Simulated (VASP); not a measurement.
# Ga5N2 (F-43m) in VASP: single point with PBE

Aim: the single point of Ga5N2 with PBE.

Program: VASP 6.6.1. These are calculated values, not measurements. Logs are shortened: lines on timing, memory, paths and dates and some standing lists are left out, and cuts for length are marked.

**1. The cell of the first run**

The structure is cubic, space group F-43m (No. 216). Conventional cell: a = 7.437 Å, b = 7.437 Å, c = 7.437 Å, α = 90.00°, β = 90.00°, γ = 90.00°. Within 2.6 Å of Ga (site symmetry 3m) lie 1 N at 1.96 Å and 3 Ga at 2.05 Å. Ga (site symmetry -43m) has 12 Ga at 3.04 Å and 10 N at 3.22 to 3.72 Å within 4.0 Å. N (site symmetry -43m) has 16 Ga at 3.16 to 3.22 Å and 4 N at 3.22 Å within 4.2 Å. N (site symmetry -43m) has 4 Ga at 1.96 Å within 2.6 Å.

**2. Single point, PBE**

File INCAR:

```
ALGO     = Normal         # electronic algorithm
EDIFF    = 1E-6           # SCF threshold, eV
ENCUT    = 520            # plane-wave cutoff, eV
GGA      = PE             # functional
ISIF     = 2              # what is computed and relaxed
ISMEAR   = 0              # smearing method
LASPH    = True           # aspherical terms in the spheres
LCHARG   = False          # write CHGCAR
LREAL    = False          # projectors in reciprocal space
LWAVE    = False          # write WAVECAR
NBANDS   = 46             # bands
NELM     = 60             # most SCF steps
PREC     = Accurate       # precision mode
SIGMA    = 0.1            # smearing width, eV
```

File KPOINTS:

```
k-points
0
Gamma
  4 4 4
```

File POSCAR:

```
Ga5N2
1.0
    0.0000000000      3.7184536200      3.7184536200
    3.7184536200      0.0000000000      3.7184536200
    3.7184536200      3.7184536200      0.0000000000
Ga N
5 2
Direct
    0.5976317800      0.5976317800      0.5976317800
    0.5976317800      0.5976317800      0.2071046700
    0.5976317800      0.2071046700      0.5976317800
    0.2071046700      0.5976317800      0.5976317800
    0.2500000000      0.2500000000      0.2500000000
    0.0000000000      0.0000000000      0.0000000000
    0.7500000000      0.7500000000      0.7500000000
```

Potentials or basis: VASP PAW PBE potentials, release 64 (Ga_d, N).

Launch:

```console
cat potpaw_PBE.64/Ga_d/POTCAR potpaw_PBE.64/N/POTCAR > POTCAR
mpirun -np 1 vasp_std > vasp.out
```

OUTCAR:

```text
EDIFF = 1E-6
   ENCUT = 520
   GGA = PE
   ISIF = 2
   ISMEAR = 0
   LASPH = True
   LREAL = False
   NELM = 60
   PREC = Accurate

 ion  position               nearest neighbor table
   1  0.598  0.598  0.598-   7 1.96   3 2.05   4 2.05   2 2.05
   2  0.598  0.598  0.207-   7 1.96   3 2.05   4 2.05   1 2.05
   3  0.598  0.207  0.598-   7 1.96   2 2.05   4 2.05   1 2.05
   4  0.207  0.598  0.598-   7 1.96   2 2.05   3 2.05   1 2.05
   5  0.250  0.250  0.250-
   6  0.000  0.000  0.000-
   7  0.750  0.750  0.750-   1 1.96   2 1.96   3 1.96   4 1.96

  LATTYP: Found a face centered cubic cell.
 ALAT       =     7.4369072400

  Lattice vectors:

 A1 = (   0.0000000000,   3.7184536200,   3.7184536200)
 A2 = (   3.7184536200,   0.0000000000,   3.7184536200)
 A3 = (   3.7184536200,   3.7184536200,   0.0000000000)

Analysis of symmetry for initial positions (statically):
=====================================================================
 Subroutine PRICEL returns:
 Original cell was already a primitive cell.

 Routine SETGRP: Setting up the symmetry group for a
 face centered cubic supercell.

 Subroutine GETGRP returns: Found 24 space group operations
 (whereof 24 operations were pure point group operations)
 out of a pool of 48 trial point group operations.

The static configuration has the point symmetry T_d .

Analysis of symmetry for dynamics (positions and initial velocities):
=====================================================================
 Subroutine PRICEL returns:
 Original cell was already a primitive cell.

 Routine SETGRP: Setting up the symmetry group for a
 face centered cubic supercell.

 Subroutine GETGRP returns: Found 24 space group operations
 (whereof 24 operations were pure point group operations)
 out of a pool of 48 trial point group operations.

The dynamic configuration has the point symmetry T_d .

 Subroutine INISYM returns: Found 24 space group operations
 (whereof 24 operations are pure point group operations),
 and found     1 'primitive' translations

----------------------------------------------------------------------------------------

                                     Primitive cell

  volume of cell :     102.8294

  direct lattice vectors                    reciprocal lattice vectors
     0.000000000  3.718453620  3.718453620    -0.134464498  0.134464498  0.134464498
     3.718453620  0.000000000  3.718453620     0.134464498 -0.134464498  0.134464498
     3.718453620  3.718453620  0.000000000     0.134464498  0.134464498 -0.134464498

  length of vectors
     5.258687540  5.258687540  5.258687540     0.232899343  0.232899343  0.232899343

  position of ions in fractional coordinates (direct lattice)
     0.597631780  0.597631780  0.597631780
     0.597631780  0.597631780  0.207104670
     0.597631780  0.207104670  0.597631780
     0.207104670  0.597631780  0.597631780
     0.250000000  0.250000000  0.250000000
     0.000000000  0.000000000  0.000000000
     0.750000000  0.750000000  0.750000000

  ion indices of the primitive-cell ions
   primitive index   ion index
                 1           1
                 2           2
                 3           3
                 4           4
                 5           5
                 6           6
                 7           7

----------------------------------------------------------------------------------------

 KPOINTS: k-points

Automatic generation of k-mesh.
 Grid dimensions read from file:
 generate k-points for:    4    4    4

 Generating k-lattice:

  Cartesian coordinates                     Fractional coordinates (reciprocal lattice)
    -0.033616125  0.033616125  0.033616125     0.250000000  0.000000000  0.000000000
     0.033616125 -0.033616125  0.033616125     0.000000000  0.250000000  0.000000000
     0.033616125  0.033616125 -0.033616125     0.000000000  0.000000000  0.250000000

  Length of vectors
     0.058224836  0.058224836  0.058224836

  Shift w.r.t. Gamma in fractional coordinates (k-lattice)
     0.000000000  0.000000000  0.000000000

 Subroutine IBZKPT returns following result:
 ===========================================

 Found      8 irreducible k-points:

 Following reciprocal coordinates:
            Coordinates               Weight
  0.000000  0.000000  0.000000      1.000000
  0.250000  0.000000  0.000000      8.000000
  0.500000  0.000000  0.000000      4.000000
  0.250000  0.250000  0.000000      6.000000
  0.500000  0.250000  0.000000     24.000000
 -0.250000  0.250000  0.000000     12.000000
  0.500000  0.500000  0.000000      3.000000
 -0.250000  0.500000  0.250000      6.000000
   k-points           NKPTS =      8   k-points in BZ     NKDIM =      8   number of bands    NBANDS=     46
   number of dos      NEDOS =    301   number of ions     NIONS =      7
   total plane-waves  NPLWV =  64000
   dimension x,y,z NGX =    40 NGY =   40 NGZ =   40
   dimension x,y,z NGXF=    80 NGYF=   80 NGZF=   80
   ions per type =               5   2
   NGX,Y,Z   is equivalent  to a cutoff of  12.65, 12.65, 12.65 a.u.
   NGXF,Y,Z  is equivalent  to a cutoff of  25.29, 25.29, 25.29 a.u.
 SYSTEM =  unknown system
   PREC   = accura    normal or accurate (medium, high low for compatibility)
   ISTART =      0    job   : 0-new  1-cont  2-samecut
   ICHARG =      2    charge: 1-file 2-atom 10-const
   ISPIN  =      1    spin polarized calculation?
   LNONCOLLINEAR =      F non collinear calculations
   LSORBIT =      F    spin-orbit coupling
   LASPH  =      T    aspherical Exc in radial PAW
   ENCUT  =  520.0 eV  38.22 Ry    6.18 a.u.   9.78  9.78  9.78*2*pi/ulx,y,z
   NELM   =     60;   NELMIN=  2; NELMDL= -5     # of ELM steps
   EDIFF  = 0.1E-05   stopping-criterion for ELM
   LREAL  =      F    real-space projection
   EDIFFG = 0.1E-04   stopping-criterion for IOM
   NSW    =      0    number of steps for IOM
   IBRION =     -1    ionic relax: 0-MD 1-quasi-New 2-CG
   NFREE  =      0    steps in history (QN), initial steepest desc. (CG)
   ISIF   =      2    stress and relaxation
   ISYM   =      2    0-nonsym 1-usesym 2-fastsym
   POTIM  = 0.5000    time-step for ionic-motion
   TEBEG  =    0.0;   TEEND  =   0.0 temperature during run
   PSTRESS=    0.0 pullay stress
   NELECT =      75.0000    total number of electrons
   NUPDOWN=      -1.0000    fix difference up-down
   EMIN   =  10.00;   EMAX   =-10.00  energy-range for DOS
   EFERMI =   0.00;   METHOD = LEGACY
   ISMEAR =     0;   SIGMA  =   0.10  broadening in eV -4-tet -1-fermi 0-gaus
   EFERMI_NEDOS =   21; number of points for ismear=-14 and -15
   IALGO  =     38    algorithm
   IMIX   =      4    mixing-type and parameters
     AMIX     =   0.40;   BMIX     =  1.00
     AMIX_MAG =   1.60;   BMIX_MAG =  1.00
  volume/ion in A,a.u.               =      14.69        99.13
  Fermi-wavevector in a.u.,A,eV,Ry     =   1.473634  2.784764 29.546362  2.171596
  Thomas-Fermi vector in A             =   2.588503
   LORBIT       =      0    0 simple, 1 ext, 2 COOP (PROOUT), +10 PAW based schemes
   GGA     = PE    functional components
   LHFCALC =     F    Hartree Fock is set to
   AEXX    =    0.0000 exact exchange contribution
   IVDW    =     0    specifies the selected vdW correction
   LEPSILON=     F    determine dielectric tensor
   LRPA    =     F    only Hartree local field effects (RPA)
 non-spin polarized calculation
 Gauss-broadening in eV      SIGMA  =   0.10
  energy-cutoff  :      520.00
  volume of cell :      102.83
 maximum number of plane-waves:      2788
   NGX = 19   NGY = 19   NGZ = 19

 number of electron      75.0000014 magnetization

 Free energy of the ion-electron system (eV)
  ---------------------------------------------------
  ext. energy  EPLUGINS =         0.00000000
  ---------------------------------------------------
  free energy    TOTEN  =       -18.44570783 eV

  energy without entropy =      -18.41843289  energy(sigma->0) =      -18.43207036

 E-fermi :   5.6407     XC(G=0): -11.2078

 val. band max:        5.6390850704   @ k =   0.2500   0.0000   0.0000
 cond. band min:       5.6535366317   @ k =  -0.2500   0.5000   0.2500
 fundamental gap:      0.0144515613
 Fermi energy:         5.6406686318

 k-point     1 :       0.0000    0.0000    0.0000
  band No.  band energies     occupation
      1     -12.9023      2.00000
      2     -11.2823      2.00000
      3     -11.2823      2.00000
      4     -11.2823      2.00000
      5     -10.9772      2.00000
      6     -10.9772      2.00000
[... 38 lines left out ...]
     45      14.2328      0.00000
     46      14.2328      0.00000

 k-point     2 :       0.2500    0.0000    0.0000
  band No.  band energies     occupation
      1     -12.7446      2.00000
      2     -11.2953      2.00000
      3     -11.2554      2.00000
      4     -11.2554      2.00000
      5     -10.9657      2.00000
      6     -10.9657      2.00000
[... 38 lines left out ...]
     45      12.5938      0.00000
     46      13.0766      0.00000

 k-point     3 :       0.5000    0.0000    0.0000
  band No.  band energies     occupation
      1     -12.5416      2.00000
      2     -11.3322      2.00000
      3     -11.2283      2.00000
      4     -11.2283      2.00000
      5     -10.9523      2.00000
      6     -10.9523      2.00000
[... 38 lines left out ...]
     45      11.4560      0.00000
     46      11.4560      0.00000

 k-point     4 :       0.2500    0.2500    0.0000
  band No.  band energies     occupation
      1     -12.6825      2.00000
      2     -11.3202      2.00000
      3     -11.2418      2.00000
      4     -11.2418      2.00000
      5     -10.9753      2.00000
      6     -10.9497      2.00000
[... 38 lines left out ...]
     45      12.7069      0.00000
     46      12.8367      0.00000

 k-point     5 :       0.5000    0.2500    0.0000
  band No.  band energies     occupation
      1     -12.4497      2.00000
      2     -11.4042      2.00000
      3     -11.2222      2.00000
      4     -11.2129      2.00000
      5     -10.9648      2.00000
      6     -10.9376      2.00000
[... 38 lines left out ...]
     45      11.2314      0.00000
     46      11.8543      0.00000

 k-point     6 :      -0.2500    0.2500    0.0000
  band No.  band energies     occupation
      1     -12.5390      2.00000
      2     -11.3499      2.00000
      3     -11.2337      2.00000
      4     -11.2257      2.00000
      5     -10.9558      2.00000
      6     -10.9544      2.00000
[... 38 lines left out ...]
     45      11.6325      0.00000
     46      12.4736      0.00000

 k-point     7 :       0.5000    0.5000    0.0000
  band No.  band energies     occupation
      1     -12.3387      2.00000
      2     -11.5005      2.00000
      3     -11.1987      2.00000
      4     -11.1987      2.00000
      5     -10.9726      2.00000
      6     -10.9206      2.00000
[... 38 lines left out ...]
     45      10.2965      0.00000
     46      11.3556      0.00000

 k-point     8 :      -0.2500    0.5000    0.2500
  band No.  band energies     occupation
      1     -12.3382      2.00000
      2     -11.4890      2.00000
      3     -11.2229      2.00000
      4     -11.1989      2.00000
      5     -10.9619      2.00000
      6     -10.9341      2.00000
[... 38 lines left out ...]
     45      10.9854      0.00000
     46      12.1986      0.00000

------------------------ aborting loop because EDIFF is reached ----------------------------------------

  FORCE on cell =-STRESS in cart. coord.  units (eV):
  Direction    XX          YY          ZZ          XY          YZ          ZX
  --------------------------------------------------------------------------------------
  -------------------------------------------------------------------------------------
  Total       22.9478289     22.9478289     22.9478289      0.0000000      0.0000000      0.0000000
  in kB      357.5486012    357.5486012    357.5486012      0.0000000      0.0000000      0.0000000
  external PRESSURE =     357.5486012 kB  Pullay stress =       0.0000000 kB

 VOLUME and BASIS-vectors are now :
 -----------------------------------------------------------------------------
  energy-cutoff  :      520.00
  volume of cell :      102.83
      direct lattice vectors                 reciprocal lattice vectors
     0.000000000  3.718453620  3.718453620    -0.134464498  0.134464498  0.134464498
     3.718453620  0.000000000  3.718453620     0.134464498 -0.134464498  0.134464498
     3.718453620  3.718453620  0.000000000     0.134464498  0.134464498 -0.134464498

 POSITION                                       TOTAL-FORCE (eV/Angst)
 -----------------------------------------------------------------------------------
      4.44453      4.44453      4.44453         8.623224      8.623224      8.623224
      2.99238      2.99238      4.44453        -8.623224     -8.623224      8.623224
      2.99238      4.44453      2.99238        -8.623224      8.623224     -8.623224
      4.44453      2.99238      2.99238         8.623224     -8.623224     -8.623224
      1.85923      1.85923      1.85923        -0.000000     -0.000000     -0.000000
      0.00000      0.00000      0.00000        -0.000000     -0.000000     -0.000000
      5.57768      5.57768      5.57768        -0.000000     -0.000000     -0.000000
 -----------------------------------------------------------------------------------
    total drift:                               -0.000024     -0.000024     -0.000023

  FREE ENERGIE OF THE ION-ELECTRON SYSTEM (eV)
  ---------------------------------------------------
  free  energy   TOTEN  =       -18.4457078343 eV

  energy  without entropy=      -18.4184328899  energy(sigma->0) =      -18.43207036
```

Run time: 36 s. Hardware: 1 thread of AMD EPYC 9R45 (Zen 5), shared host; peak memory 0.21 GiB.

Results:

| Item | Value |
| --- | --- |
| Free energy | -18.4457 eV |
| Pressure | 35.8 GPa |
| Largest force | 14.936 eV/Å |

Forces in eV/Å, atoms in the order of the input:
```
Ga   8.623  8.623  8.623
Ga  -8.623 -8.623  8.623
Ga  -8.623  8.623 -8.623
Ga   8.623 -8.623 -8.623
Ga   0.000  0.000  0.000
N    0.000  0.000  0.000
N    0.000  0.000  0.000
```

Caveat: the k points lie up to 0.37 Å⁻¹ apart; forces of over 1 eV/Å act on the atoms, so gaps and moduli don't describe the material at rest.
